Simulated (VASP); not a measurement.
# InAsS4 (F-43m) in VASP: single point with PBE

Aim: the single point of InAsS4 with PBE.

Program: VASP 6.6.1. These are calculated values, not measurements. Logs are shortened: lines on timing, memory, paths and dates and some standing lists are left out, and cuts for length are marked.

### 1 The cell of the first run

It takes space group F-43m (No. 216, cubic). The conventional cell has a = 8.135 Å, b = 8.135 Å, c = 8.135 Å, α = 90.00°, β = 90.00°, γ = 90.00°. In (site symmetry -43m) has 12 S at 3.37 Å and 4 As at 3.52 Å within 4.4 Å. Within 4.4 Å of As (site symmetry -43m) lie 12 S at 3.37 Å and 4 In at 3.52 Å. S (site symmetry 3m) has 6 S at 2.86 to 2.89 Å and 3 As at 3.37 Å and 3 In at 3.37 Å within 3.8 Å.

### 2 Single point, PBE

INCAR

```
  PREC = Accurate
  ENCUT = 520
  EDIFF = 1E-7
  ISMEAR = 0
  SIGMA = 0.1
  LREAL = F
  LASPH = T
  NELM = 80
  ALGO = Normal
  ISIF = 2
  LWAVE = F
  LCHARG = T
  GGA = PE
  LELF = T
  LVHAR = T
  NBANDS = 30
```

KPOINTS

```
regular mesh
0
Gamma
  4 4 4
```

POSCAR

```
InAsS4
1.0
    0.0000000000      4.0674803100      4.0674803100
    4.0674803100      0.0000000000      4.0674803100
    4.0674803100      4.0674803100      0.0000000000
In As S
1 1 4
Direct
    0.2500000000      0.2500000000      0.2500000000
    0.0000000000      0.0000000000      0.0000000000
    0.1226123000      0.6257959000      0.6257959000
    0.6257959000      0.1226123000      0.6257959000
    0.6257959000      0.6257959000      0.1226123000
    0.6257959000      0.6257959000      0.6257959000
```

Potentials or basis: VASP PAW PBE potentials, release 64 (In_d, As, S).

Command:

```
> cat potpaw_PBE.64/In_d/POTCAR potpaw_PBE.64/As/POTCAR potpaw_PBE.64/S/POTCAR > POTCAR
> mpirun -np 1 vasp_std > vasp.out
```

OUTCAR:

```text
PREC = Accurate
   ENCUT = 520
   EDIFF = 1E-7
   ISMEAR = 0
   LREAL = F
   LASPH = T
   NELM = 80
   ISIF = 2
   GGA = PE

 ion  position               nearest neighbor table
   1  0.250  0.250  0.250-   3 3.37   4 3.37   3 3.37   4 3.37   5 3.37   6 3.37   5 3.37   6 3.37
                             6 3.37   4 3.37   3 3.37   5 3.37
   2  0.000  0.000  0.000-
   3  0.123  0.626  0.626-   1 3.37   1 3.37   1 3.37
   4  0.626  0.123  0.626-   1 3.37   1 3.37   1 3.37
   5  0.626  0.626  0.123-   1 3.37   1 3.37   1 3.37
   6  0.626  0.626  0.626-   1 3.37   1 3.37   1 3.37

  LATTYP: Found a face centered cubic cell.
 ALAT       =     8.1349606200

  Lattice vectors:

 A1 = (   0.0000000000,   4.0674803100,   4.0674803100)
 A2 = (   4.0674803100,   0.0000000000,   4.0674803100)
 A3 = (   4.0674803100,   4.0674803100,   0.0000000000)

Analysis of symmetry for initial positions (statically):
=====================================================================
 Subroutine PRICEL returns:
 Original cell was already a primitive cell.

 Routine SETGRP: Setting up the symmetry group for a
 face centered cubic supercell.

 Subroutine GETGRP returns: Found 24 space group operations
 (whereof 24 operations were pure point group operations)
 out of a pool of 48 trial point group operations.

The static configuration has the point symmetry T_d .

Analysis of symmetry for dynamics (positions and initial velocities):
=====================================================================
 Subroutine PRICEL returns:
 Original cell was already a primitive cell.

 Routine SETGRP: Setting up the symmetry group for a
 face centered cubic supercell.

 Subroutine GETGRP returns: Found 24 space group operations
 (whereof 24 operations were pure point group operations)
 out of a pool of 48 trial point group operations.

The dynamic configuration has the point symmetry T_d .

 Subroutine INISYM returns: Found 24 space group operations
 (whereof 24 operations are pure point group operations),
 and found     1 'primitive' translations

----------------------------------------------------------------------------------------

                                     Primitive cell

  volume of cell :     134.5880

  direct lattice vectors                    reciprocal lattice vectors
     0.000000000  4.067480310  4.067480310    -0.122926225  0.122926225  0.122926225
     4.067480310  0.000000000  4.067480310     0.122926225 -0.122926225  0.122926225
     4.067480310  4.067480310  0.000000000     0.122926225  0.122926225 -0.122926225

  length of vectors
     5.752285819  5.752285819  5.752285819     0.212914467  0.212914467  0.212914467

  position of ions in fractional coordinates (direct lattice)
     0.250000000  0.250000000  0.250000000
     0.000000000  0.000000000  0.000000000
     0.122612300  0.625795900  0.625795900
     0.625795900  0.122612300  0.625795900
     0.625795900  0.625795900  0.122612300
     0.625795900  0.625795900  0.625795900

  ion indices of the primitive-cell ions
   primitive index   ion index
                 1           1
                 2           2
                 3           3
                 4           4
                 5           5
                 6           6

----------------------------------------------------------------------------------------

 KPOINTS: regular mesh

Automatic generation of k-mesh.
 Grid dimensions read from file:
 generate k-points for:    4    4    4

 Generating k-lattice:

  Cartesian coordinates                     Fractional coordinates (reciprocal lattice)
    -0.030731556  0.030731556  0.030731556     0.250000000  0.000000000  0.000000000
     0.030731556 -0.030731556  0.030731556     0.000000000  0.250000000  0.000000000
     0.030731556  0.030731556 -0.030731556     0.000000000  0.000000000  0.250000000

  Length of vectors
     0.053228617  0.053228617  0.053228617

  Shift w.r.t. Gamma in fractional coordinates (k-lattice)
     0.000000000  0.000000000  0.000000000

 Subroutine IBZKPT returns following result:
 ===========================================

 Found      8 irreducible k-points:

 Following reciprocal coordinates:
            Coordinates               Weight
  0.000000  0.000000  0.000000      1.000000
  0.250000  0.000000  0.000000      8.000000
  0.500000  0.000000  0.000000      4.000000
  0.250000  0.250000  0.000000      6.000000
  0.500000  0.250000  0.000000     24.000000
 -0.250000  0.250000  0.000000     12.000000
  0.500000  0.500000  0.000000      3.000000
 -0.250000  0.500000  0.250000      6.000000
   k-points           NKPTS =      8   k-points in BZ     NKDIM =      8   number of bands    NBANDS=     30
   number of dos      NEDOS =    301   number of ions     NIONS =      6
   total plane-waves  NPLWV = 110592
   dimension x,y,z NGX =    48 NGY =   48 NGZ =   48
   dimension x,y,z NGXF=    96 NGYF=   96 NGZF=   96
   ions per type =               1   1   4
   NGX,Y,Z   is equivalent  to a cutoff of  13.87, 13.87, 13.87 a.u.
   NGXF,Y,Z  is equivalent  to a cutoff of  27.74, 27.74, 27.74 a.u.
 SYSTEM =  unknown system
   PREC   = accura    normal or accurate (medium, high low for compatibility)
   ISTART =      0    job   : 0-new  1-cont  2-samecut
   ICHARG =      2    charge: 1-file 2-atom 10-const
   ISPIN  =      1    spin polarized calculation?
   LNONCOLLINEAR =      F non collinear calculations
   LSORBIT =      F    spin-orbit coupling
   LASPH  =      T    aspherical Exc in radial PAW
   ENCUT  =  520.0 eV  38.22 Ry    6.18 a.u.  10.70 10.70 10.70*2*pi/ulx,y,z
   NELM   =     80;   NELMIN=  2; NELMDL= -5     # of ELM steps
   EDIFF  = 0.1E-06   stopping-criterion for ELM
   LREAL  =      F    real-space projection
   EDIFFG = 0.1E-05   stopping-criterion for IOM
   NSW    =      0    number of steps for IOM
   IBRION =     -1    ionic relax: 0-MD 1-quasi-New 2-CG
   NFREE  =      0    steps in history (QN), initial steepest desc. (CG)
   ISIF   =      2    stress and relaxation
   ISYM   =      2    0-nonsym 1-usesym 2-fastsym
   POTIM  = 0.5000    time-step for ionic-motion
   TEBEG  =    0.0;   TEEND  =   0.0 temperature during run
   PSTRESS=    0.0 pullay stress
   NELECT =      42.0000    total number of electrons
   NUPDOWN=      -1.0000    fix difference up-down
   EMIN   =  10.00;   EMAX   =-10.00  energy-range for DOS
   EFERMI =   0.00;   METHOD = LEGACY
   ISMEAR =     0;   SIGMA  =   0.10  broadening in eV -4-tet -1-fermi 0-gaus
   EFERMI_NEDOS =   21; number of points for ismear=-14 and -15
   IALGO  =     38    algorithm
   IMIX   =      4    mixing-type and parameters
     AMIX     =   0.40;   BMIX     =  1.00
     AMIX_MAG =   1.60;   BMIX_MAG =  1.00
  volume/ion in A,a.u.               =      22.43       151.37
  Fermi-wavevector in a.u.,A,eV,Ry     =   1.110425  2.098399 16.776570  1.233043
  Thomas-Fermi vector in A             =   2.246976
   LORBIT       =      0    0 simple, 1 ext, 2 COOP (PROOUT), +10 PAW based schemes
   GGA     = PE    functional components
   LHFCALC =     F    Hartree Fock is set to
   AEXX    =    0.0000 exact exchange contribution
   IVDW    =     0    specifies the selected vdW correction
   LEPSILON=     F    determine dielectric tensor
   LRPA    =     F    only Hartree local field effects (RPA)
 non-spin polarized calculation
 Gauss-broadening in eV      SIGMA  =   0.10
  energy-cutoff  :      520.00
  volume of cell :      134.59
 maximum number of plane-waves:      3695
 NGX is ok and might be reduce to    48
   NGX = 21   NGY = 21   NGZ = 21

 number of electron      42.0000005 magnetization

 Free energy of the ion-electron system (eV)
  ---------------------------------------------------
  ext. energy  EPLUGINS =         0.00000000
  ---------------------------------------------------
  free energy    TOTEN  =       -17.76367919 eV

  energy without entropy =      -17.69288814  energy(sigma->0) =      -17.72828367

 E-fermi :   4.7460     XC(G=0):  -9.8461

 val. band max:        4.7295965444   @ k =  -0.2500   0.2500   0.0000
 cond. band min:       4.7569654784   @ k =  -0.2500   0.2500   0.0000
 fundamental gap:      0.0273689340
 Fermi energy:         4.7459924199

 k-point     1 :       0.0000    0.0000    0.0000
  band No.  band energies     occupation
      1      -9.7395      2.00000
      2      -9.2136      2.00000
      3      -9.2136      2.00000
      4      -9.2136      2.00000
      5      -9.2021      2.00000
      6      -9.2021      2.00000
[... 22 lines left out ...]
     29       9.5453      0.00000
     30      12.0768      0.00000

 k-point     2 :       0.2500    0.0000    0.0000
  band No.  band energies     occupation
      1      -9.4980      2.00000
      2      -9.2132      2.00000
      3      -9.2132      2.00000
      4      -9.2074      2.00000
      5      -9.2032      2.00000
      6      -9.2032      2.00000
[... 22 lines left out ...]
     29       9.3547      0.00000
     30      12.6296      0.00000

 k-point     3 :       0.5000    0.0000    0.0000
  band No.  band energies     occupation
      1      -9.2673      2.00000
      2      -9.2149      2.00000
      3      -9.2149      2.00000
      4      -9.2023      2.00000
      5      -9.2023      2.00000
      6      -9.0306      2.00000
[... 22 lines left out ...]
     29       9.2335      0.00000
     30      11.9233      0.00000

 k-point     4 :       0.2500    0.2500    0.0000
  band No.  band energies     occupation
      1      -9.4259      2.00000
      2      -9.2261      2.00000
      3      -9.2087      2.00000
      4      -9.2087      2.00000
      5      -9.2009      2.00000
      6      -9.1757      2.00000
[... 22 lines left out ...]
     29       9.0502      0.00000
     30      12.7111      0.00000

 k-point     5 :       0.5000    0.2500    0.0000
  band No.  band energies     occupation
      1      -9.2641      2.00000
      2      -9.2343      2.00000
      3      -9.2087      2.00000
      4      -9.2083      2.00000
      5      -9.2018      2.00000
      6      -8.8611      2.00000
[... 22 lines left out ...]
     29       9.1684      0.00000
     30      12.3994      0.00000

 k-point     6 :      -0.2500    0.2500    0.0000
  band No.  band energies     occupation
      1      -9.2806      2.00000
      2      -9.2229      2.00000
      3      -9.2123      2.00000
      4      -9.2107      2.00000
      5      -9.2046      2.00000
      6      -9.0395      2.00000
[... 22 lines left out ...]
     29       9.4148      0.00000
     30      12.6203      0.00000

 k-point     7 :       0.5000    0.5000    0.0000
  band No.  band energies     occupation
      1      -9.2682      2.00000
      2      -9.2441      2.00000
      3      -9.2032      2.00000
      4      -9.2032      2.00000
      5      -9.1998      2.00000
      6      -8.4338      2.00000
[... 22 lines left out ...]
     29       8.6358      0.00000
     30      13.2047      0.00000

 k-point     8 :      -0.2500    0.5000    0.2500
  band No.  band energies     occupation
      1      -9.2525      2.00000
      2      -9.2409      2.00000
      3      -9.2111      2.00000
      4      -9.2060      2.00000
      5      -9.2029      2.00000
      6      -8.4456      2.00000
[... 22 lines left out ...]
     29       9.5834      0.00000
     30      12.8550      0.00000

------------------------ aborting loop because EDIFF is reached ----------------------------------------

  FORCE on cell =-STRESS in cart. coord.  units (eV):
  Direction    XX          YY          ZZ          XY          YZ          ZX
  --------------------------------------------------------------------------------------
  -------------------------------------------------------------------------------------
  Total       -4.7837910     -4.7837910     -4.7837910     -0.0000000      0.0000000      0.0000000
  in kB      -56.9477290    -56.9477290    -56.9477290     -0.0000000      0.0000000      0.0000000
  external PRESSURE =     -56.9477290 kB  Pullay stress =       0.0000000 kB

 VOLUME and BASIS-vectors are now :
 -----------------------------------------------------------------------------
  energy-cutoff  :      520.00
  volume of cell :      134.59
      direct lattice vectors                 reciprocal lattice vectors
     0.000000000  4.067480310  4.067480310    -0.122926225  0.122926225  0.122926225
     4.067480310  0.000000000  4.067480310     0.122926225 -0.122926225  0.122926225
     4.067480310  4.067480310  0.000000000     0.122926225  0.122926225 -0.122926225

 POSITION                                       TOTAL-FORCE (eV/Angst)
 -----------------------------------------------------------------------------------
      2.03374      2.03374      2.03374         0.000000      0.000000      0.000000
      0.00000      0.00000      0.00000         0.000000      0.000000      0.000000
      5.09083      3.04414      3.04414        -0.021180      0.021180      0.021180
      3.04414      5.09083      3.04414         0.021180     -0.021180      0.021180
      3.04414      3.04414      5.09083         0.021180      0.021180     -0.021180
      5.09083      5.09083      5.09083        -0.021180     -0.021180     -0.021180
 -----------------------------------------------------------------------------------
    total drift:                                0.000000      0.000000      0.000000

  FREE ENERGIE OF THE ION-ELECTRON SYSTEM (eV)
  ---------------------------------------------------
  free  energy   TOTEN  =       -17.7636791905 eV

  energy  without entropy=      -17.6928881430  energy(sigma->0) =      -17.72828367
```

It took 29 s on 1 thread of Intel Xeon 6975P-C (Granite Rapids), shared host; peak memory 0.32 GiB.

Results:

| Property | Result |
| --- | --- |
| Free energy | -17.7637 eV |
| Pressure | -5.7 GPa |
| Largest force | 0.037 eV/Å |
| Band gap on the k mesh | zero (band 21 reaches 5.51 eV, above the bottom of band 22 at 4.76 eV) |

Forces in eV/Å, atoms in the order of the input:
```
In   0.000  0.000  0.000
As   0.000  0.000  0.000
S   -0.021  0.021  0.021
S    0.021 -0.021  0.021
S    0.021  0.021 -0.021
S   -0.021 -0.021 -0.021
```

Caveat: spin-orbit coupling is left out, which moves the levels of the heavy elements.
